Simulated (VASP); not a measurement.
Ta, 1 atom in the cell. The structure is tetragonal, space group I4/mmm (No. 139). Conventional cell: a = 3.232 Å, b = 3.232 Å, c = 3.431 Å, α = 90.00°, β = 90.00°, γ = 90.00°. Within 3.8 Å of Ta (site symmetry 4/mmm) lie 14 Ta at 2.86 to 3.43 Å. 

| Quantity | Value |
| --- | --- |
| Program | VASP 6.6.1 |
| Task | single point |
| Functional | PBE |
| Potentials or basis | VASP PAW PBE potentials, release 64 (Ta_pv) |
| Cutoff | 520 eV |
| k mesh | 20 × 20 × 20 |
| Occupations | gaussian, width 0.15 eV |
| Spin | no spin polarisation |
| Dipole correction | no |
| Further INCAR settings | ALGO = Normal; EDIFF = 1e-06; NBANDS = 12 |

Potentials or basis: VASP PAW PBE potentials, release 64 (Ta_pv).

Command:

```bash
$ cat potpaw_PBE.64/Ta_pv/POTCAR > POTCAR
$ mpirun -np 1 vasp_std > vasp.out
```

Hardware: 1 thread of Intel Xeon 8259CL (shared host).

Question: Estimate the wall time of this run.

Answer: It took 75 s on 1 thread of Intel Xeon 8259CL, with other jobs on the host, peak memory 0.25 GiB. Counts: scf iterations 11, k points 641.
